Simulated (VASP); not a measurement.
# Ge (I4_1/amd) in VASP: notebook

Runs on Ge. Level: LDA. Tasks: vibrations by perturbation theory.

Everything below comes from runs of VASP 6.6.1. Logs are shortened: lines on timing, memory, paths and dates and some standing lists are left out, and cuts for length are marked.

**1. The cell of the first run**

It takes space group I4_1/amd (No. 141, tetragonal). The conventional cell has a = 3.912 Å, b = 3.912 Å, c = 5.728 Å, α = 90.00°, β = 90.00°, γ = 90.00°. Ge (site symmetry -4m2) has 4 Ge at 2.42 Å within 3.2 Å.

**2. Vibrations by perturbation theory, LDA**

File INCAR:

```
PREC     = Accurate       # precision mode
ENCUT    = 520            # plane-wave cutoff, eV
EDIFF    = 1E-8           # SCF threshold, eV
ISMEAR   = 0              # smearing method
SIGMA    = 0.05           # smearing width, eV
LREAL    = False          # projectors in reciprocal space
LASPH    = True           # aspherical terms in the spheres
NELM     = 60             # most SCF steps
ALGO     = Normal         # electronic algorithm
ISIF     = 2              # what is computed and relaxed
LWAVE    = False          # write WAVECAR
LCHARG   = True           # write CHGCAR
NBANDS   = 21             # bands
IBRION   = 8              # ionic algorithm
NSW      = 1              # ionic steps
```

File KPOINTS:

```
Automatic mesh
0
Gamma
  12 12 12
```

File POSCAR:

```
Ge
1.0
    0.0000000000      2.7660500000      2.8641861538
    2.7660500000      0.0000000000      2.8641861538
    2.7660500000      2.7660500000      0.0000000000
Ge
2
Direct
    0.0000000000      0.0000000000      0.0000000000
    0.2500000000      0.2500000000      0.2500000000
```

Potentials or basis: VASP PAW LDA potentials, release 64 (Ge_d).

Launch:

```sh
> cat potpaw_LDA.64/Ge_d/POTCAR > POTCAR
> mpirun -np 1 vasp_std > vasp.out
```

OUTCAR:

```text
PREC = Accurate
   ENCUT = 520
   EDIFF = 1E-8
   ISMEAR = 0
   LREAL = False
   LASPH = True
   NELM = 60
   ISIF = 2
   IBRION = 8
   NSW = 1

 ion  position               nearest neighbor table
   1  0.000  0.000  0.000-   2 2.42   2 2.42   2 2.42   2 2.42
   2  0.250  0.250  0.250-   1 2.42   1 2.42   1 2.42   1 2.42

  LATTYP: Found a body centered tetragonal cell.
 ALAT       =     3.9117854242
 C/A-ratio  =     1.4643881723

  Lattice vectors:

 A1 = (  -2.7660500000,   0.0000000000,   2.8641861538)
 A2 = (   2.7660500000,   0.0000000000,   2.8641861538)
 A3 = (   0.0000000000,   2.7660500000,  -2.8641861538)

Analysis of symmetry for initial positions (statically):
=====================================================================
 Subroutine PRICEL returns:
 Original cell was already a primitive cell.

 Routine SETGRP: Setting up the symmetry group for a
 body centered tetragonal supercell.

 Subroutine GETGRP returns: Found 16 space group operations
 (whereof  8 operations were pure point group operations)
 out of a pool of 16 trial point group operations.

The static configuration has the point symmetry D_2d.
 The point group associated with its full space group is D_4h.

Analysis of symmetry for dynamics (positions and initial velocities):
=====================================================================
 Subroutine PRICEL returns:
 Original cell was already a primitive cell.

 Routine SETGRP: Setting up the symmetry group for a
 body centered tetragonal supercell.

 Subroutine GETGRP returns: Found 16 space group operations
 (whereof  8 operations were pure point group operations)
 out of a pool of 16 trial point group operations.

The dynamic configuration has the point symmetry D_2d.
 The point group associated with its full space group is D_4h.

 Subroutine INISYM returns: Found 16 space group operations
 (whereof  8 operations are pure point group operations),
 and found     1 'primitive' translations

----------------------------------------------------------------------------------------

                                     Primitive cell

  volume of cell :      43.8280

  direct lattice vectors                    reciprocal lattice vectors
     0.000000000  2.766050000  2.864186154    -0.180763182  0.180763182  0.174569659
     2.766050000  0.000000000  2.864186154     0.180763182 -0.180763182  0.174569659
     2.766050000  2.766050000  0.000000000     0.180763182  0.180763182 -0.174569659

  length of vectors
     3.981782883  3.981782883  3.911785424     0.309556492  0.309556492  0.309556492

  position of ions in fractional coordinates (direct lattice)
     0.000000000  0.000000000  0.000000000
     0.250000000  0.250000000  0.250000000

  ion indices of the primitive-cell ions
   primitive index   ion index
                 1           1
                 2           2

----------------------------------------------------------------------------------------

 KPOINTS: Automatic mesh

Automatic generation of k-mesh.
 Grid dimensions read from file:
 generate k-points for:   12   12   12

 Generating k-lattice:

  Cartesian coordinates                     Fractional coordinates (reciprocal lattice)
    -0.015063599  0.015063599  0.014547472     0.083333333 -0.000000000  0.000000000
     0.015063599 -0.015063599  0.014547472    -0.000000000  0.083333333  0.000000000
     0.015063599  0.015063599 -0.014547472     0.000000000  0.000000000  0.083333333

[... 87 lines left out ...]
 non-spin polarized calculation
 Gauss-broadening in eV      SIGMA  =   0.05
  energy-cutoff  :      520.00
  volume of cell :       43.83
 maximum number of plane-waves:      1203
 NGX is ok and might be reduce to    30
   NGX = 15   NGY = 15   NGZ = 15

--------------------------------------- Ionic step        1  -------------------------------------------

 number of electron      28.0000008 magnetization

 Free energy of the ion-electron system (eV)
  ---------------------------------------------------
  ext. energy  EPLUGINS =         0.00000000
  ---------------------------------------------------
  free energy    TOTEN  =       -10.37978897 eV

  energy without entropy =      -10.37970754  energy(sigma->0) =      -10.37974825

 E-fermi :   5.1527     XC(G=0): -10.4439

 val. band max:        5.1420618500   @ k =   0.0000   0.0000   0.0000
 cond. band min:       5.1896494749   @ k =   0.5000  -0.0000   0.0000
 fundamental gap:      0.0475876250
 Fermi energy:         5.1527475300

 k-point     1 :       0.0000    0.0000    0.0000
  band No.  band energies     occupation
      1     -19.9448      2.00000
      2     -19.9448      2.00000
      3     -19.9349      2.00000
      4     -19.9045      2.00000
      5     -19.8999      2.00000
      6     -19.6839      2.00000
[... 565 lines left out ...]
     20      14.7985      0.00000
     21      15.3252      0.00000

 [... further k-points ...]

------------------------ aborting loop because EDIFF is reached ----------------------------------------

  FORCE on cell =-STRESS in cart. coord.  units (eV):
  Direction    XX          YY          ZZ          XY          YZ          ZX
  --------------------------------------------------------------------------------------
  -------------------------------------------------------------------------------------
  Total        0.5613848      0.5613848     -0.2121036      0.0000000      0.0000000      0.0000000
  in kB       20.5220117     20.5220117     -7.7536686      0.0000000      0.0000000      0.0000000
  external PRESSURE =      11.0967850 kB  Pullay stress =       0.0000000 kB

 VOLUME and BASIS-vectors are now :
 -----------------------------------------------------------------------------
  energy-cutoff  :      520.00
  volume of cell :       43.83
      direct lattice vectors                 reciprocal lattice vectors
     0.000000000  2.766050000  2.864186154    -0.180763182  0.180763182  0.174569659
     2.766050000  0.000000000  2.864186154     0.180763182 -0.180763182  0.174569659
     2.766050000  2.766050000  0.000000000     0.180763182  0.180763182 -0.174569659

 POSITION                                       TOTAL-FORCE (eV/Angst)
 -----------------------------------------------------------------------------------
      0.00000      0.00000      0.00000         0.000000     -0.000000      0.000000
      1.38302      1.38302      1.43209        -0.000000      0.000000      0.000000
 -----------------------------------------------------------------------------------
    total drift:                                0.000000     -0.000000      0.000000

  FREE ENERGIE OF THE ION-ELECTRON SYSTEM (eV)
  ---------------------------------------------------
  free  energy   TOTEN  =       -10.3797889653 eV

  energy  without entropy=      -10.3797075427  energy(sigma->0) =      -10.37974825

[... ionic steps 2 to 3 ...]

--------------------------------------- Ionic step        4  -------------------------------------------

------------------------ aborting loop because EDIFF is reached ----------------------------------------

[... ionic steps 5 to 5 ...]

--------------------------------------- Ionic step        6  -------------------------------------------

 Free energy of the ion-electron system (eV)
  ---------------------------------------------------
  ---------------------------------------------------
  free energy    TOTEN  =        -0.19582478 eV

  energy without entropy =       -0.19582478

------------------------ aborting loop because EDIFF is reached ----------------------------------------

 INTERNAL STRAIN TENSOR  FOR ION    1  DIRECTION 3   (eV/Angst):
 -----------------------------------------------------------------------------
     0.00254  8.90891  0.00000
     8.90891  0.00254  0.00000
     0.00000  0.00000  0.00144

 INTERNAL STRAIN TENSOR FOR ION    2 for displacements in x,y,z  (eV/Angst):
          X           Y           Z          XY          YZ          ZX
  --------------------------------------------------------------------------------
  x     0.00000     0.00000     0.00000     0.00000    -9.13359     0.00000
  y     0.00000     0.00000     0.00000     0.00000     0.00000    -8.64858
  z     0.00000     0.00000     0.00000    -8.90891     0.00000     0.00000

 SECOND DERIVATIVES (NOT SYMMETRIZED)
 ------------------------------------
               1X          1Y          1Z          2X          2Y          2Z
  1X   -11.778673    0.000000    0.000000   11.778673    0.000000    0.000000
  1Y     0.000000  -11.778673    0.000000    0.000000   11.778673    0.000000
  1Z     0.000000    0.000000  -11.456379    0.000000    0.000000   11.456379
  2X    11.778673    0.000000    0.000000  -11.778673    0.000000    0.000000
  2Y     0.000000   11.778673    0.000000    0.000000  -11.778673    0.000000
  2Z     0.000000    0.000000   11.456379    0.000000    0.000000  -11.456379

 Eigenvectors and eigenvalues of the dynamical matrix
 ----------------------------------------------------

   1 f  =    8.904626 THz    55.949416 2PiTHz  297.026356 cm-1    36.826558 meV
             X         Y         Z           dx          dy          dz
      0.000000  0.000000  0.000000    -0.000000    0.707107   -0.000000
      1.383025  1.383025  1.432093     0.000000   -0.707107   -0.000000
[... 11 lines left out ...]
   4 f  =    0.000000 THz     0.000001 2PiTHz    0.000003 cm-1     0.000000 meV
             X         Y         Z           dx          dy          dz
      0.000000  0.000000  0.000000     0.160668   -0.665703    0.176141
      1.383025  1.383025  1.432093     0.160668   -0.665703    0.176141

   5 f/i=    0.000000 THz     0.000000 2PiTHz    0.000002 cm-1     0.000000 meV
             X         Y         Z           dx          dy          dz
      0.000000  0.000000  0.000000     0.688602    0.154395   -0.044595
      1.383025  1.383025  1.432093     0.688602    0.154395   -0.044595

   6 f/i=    0.000000 THz     0.000001 2PiTHz    0.000003 cm-1     0.000000 meV
             X         Y         Z           dx          dy          dz
      0.000000  0.000000  0.000000     0.003524    0.181665    0.683363
      1.383025  1.383025  1.432093     0.003524    0.181665    0.683363

--------------------------------------------------------------------------------------------------------

 ELASTIC MODULI CONTR FROM IONIC RELAXATION (kBar)
 Direction    XX          YY          ZZ          XY          YZ          ZX
 --------------------------------------------------------------------------------
 XX           0.0000      0.0000      0.0000      0.0000      0.0000      0.0000
 YY           0.0000      0.0000      0.0000      0.0000      0.0000      0.0000
 ZZ           0.0000      0.0000      0.0000      0.0000      0.0000      0.0000
 XY           0.0000      0.0000      0.0000   -253.2566      0.0000      0.0000
 YZ           0.0000      0.0000      0.0000      0.0000   -258.9082      0.0000
 ZX           0.0000      0.0000      0.0000      0.0000      0.0000   -232.1413
 --------------------------------------------------------------------------------
```

It took 17 min on 1 thread of Intel Xeon Platinum 8259CL at 2.50GHz (Skylake/Cascade Lake), shared host; peak memory 0.81 GiB.

Results:

```yaml
Highest_phonon_frequency_at_Γ: 297 cm⁻¹
```

Phonon frequencies in cm⁻¹ (negative: imaginary):
| q point | frequencies |
| --- | --- |
| (0.000, 0.000, 0.000) | 0 0 0 293 297 297 |

Caveat: the cell stands under pressure or tension, which shifts response properties.

**3. Vibrations by perturbation theory, LDA**

This run uses another cell than the first one, of 22.20 Å³/atom.

File INCAR:

```
ALGO = Normal
EDIFF = 1E-8
ENCUT = 520
IBRION = 8
ISIF = 2
ISMEAR = 0
LASPH = T
LCHARG = F
LREAL = F
LWAVE = F
NELM = 80
NSW = 1
PREC = Accurate
SIGMA = 0.05
```

File KPOINTS:

```
k-points
0
Gamma
  12 12 12
```

File POSCAR:

```
Ge
1.0
    0.0000000000      2.7942750000      2.8433430769
    2.7942750000      0.0000000000      2.8433430769
    2.7942750000      2.7942750000      0.0000000000
Ge
2
Direct
    0.0000000000      0.0000000000      0.0000000000
    0.2500000000      0.2500000000      0.2500000000
```

Potentials or basis: VASP PAW LDA potentials, release 64 (Ge_d).

Launch:

```sh
> cat potpaw_LDA.64/Ge_d/POTCAR > POTCAR
> mpirun -np 1 vasp_std > vasp.out
```

OUTCAR:

```text
EDIFF = 1E-8
   ENCUT = 520
   IBRION = 8
   ISIF = 2
   ISMEAR = 0
   LASPH = T
   LREAL = F
   NELM = 80
   NSW = 1
   PREC = Accurate

 ion  position               nearest neighbor table
   1  0.000  0.000  0.000-   2 2.43   2 2.43   2 2.43   2 2.43
   2  0.250  0.250  0.250-   1 2.43   1 2.43   1 2.43   1 2.43

  LATTYP: Found a body centered tetragonal cell.
 ALAT       =     3.9517016020
 C/A-ratio  =     1.4390474602

  Lattice vectors:

 A1 = (  -2.7942750000,   0.0000000000,   2.8433430769)
[... 765 lines left out ...]
  2X    11.538921    0.000000    0.000000  -11.538921    0.000000    0.000000
  2Y     0.000000   11.538921    0.000000    0.000000  -11.538921    0.000000
  2Z     0.000000    0.000000   11.161970    0.000000    0.000000  -11.161970

 Eigenvectors and eigenvalues of the dynamical matrix
 ----------------------------------------------------

   1 f  =    8.813534 THz    55.377069 2PiTHz  293.987860 cm-1    36.449833 meV
             X         Y         Z           dx          dy          dz
      0.000000  0.000000  0.000000    -0.707107    0.000000    0.000000
      1.397137  1.397137  1.421672     0.707107   -0.000000    0.000000
[... 16 lines left out ...]
   5 f  =    0.000000 THz     0.000000 2PiTHz    0.000001 cm-1     0.000000 meV
             X         Y         Z           dx          dy          dz
      0.000000  0.000000  0.000000     0.135044    0.640608   -0.267177
      1.397137  1.397137  1.421672     0.135044    0.640608   -0.267177

   6 f/i=    0.000000 THz     0.000001 2PiTHz    0.000003 cm-1     0.000000 meV
             X         Y         Z           dx          dy          dz
      0.000000  0.000000  0.000000    -0.044405   -0.263656   -0.654610
      1.397137  1.397137  1.421672    -0.044405   -0.263656   -0.654610

--------------------------------------------------------------------------------------------------------

 ELASTIC MODULI CONTR FROM IONIC RELAXATION (kBar)
 Direction    XX          YY          ZZ          XY          YZ          ZX
 --------------------------------------------------------------------------------
 XX           0.0000      0.0000      0.0000      0.0000      0.0000      0.0000
 YY           0.0000      0.0000      0.0000      0.0000      0.0000      0.0000
 ZZ           0.0000      0.0000      0.0000      0.0000      0.0000      0.0000
 XY           0.0000      0.0000      0.0000   -226.7875      0.0000      0.0000
 YZ           0.0000      0.0000      0.0000      0.0000   -225.5676      0.0000
 ZX           0.0000      0.0000      0.0000      0.0000      0.0000   -200.3979
 --------------------------------------------------------------------------------
```

OSZICAR:

```text
N       E                     dE             d eps       ncg     rms          rms(c)
DAV:   1     0.161859084631E+03    0.16186E+03   -0.15500E+04  5978   0.419E+03
DAV:   2     0.999443714527E+01   -0.15186E+03   -0.14945E+03  5868   0.532E+02
[... 43 lines left out ...]
RMM:   9    -0.195709319027E+00    0.75190E-07    0.95640E-08 18341   0.359E-04    0.195E-05
RMM:  10    -0.195709476369E+00   -0.15734E-06    0.30590E-08 18414   0.166E-04    0.532E-06
RMM:  11    -0.195709506853E+00   -0.30484E-07   -0.13062E-07 18844   0.812E-05    0.382E-06
RMM:  12    -0.195709520043E+00   -0.13190E-07   -0.61890E-08 20679   0.420E-05    0.288E-06
RMM:  13    -0.195709550645E+00   -0.30602E-07   -0.45396E-08 20036   0.255E-05    0.395E-07
RMM:  14    -0.195709547219E+00    0.34266E-08   -0.20079E-08 21949   0.132E-05    0.106E-07
 Linear response finished
```

It took 16 min on 1 thread of Intel Xeon Platinum 8259CL at 2.50GHz (Skylake/Cascade Lake), shared host; peak memory 0.75 GiB.

What came out:

```yaml
Highest_phonon_frequency_at_Γ: 294 cm⁻¹
```

Phonon frequencies in cm⁻¹ (negative: imaginary):
```tsv
q point	frequencies
(0.000, 0.000, 0.000)	0 0 0 289 294 294
```
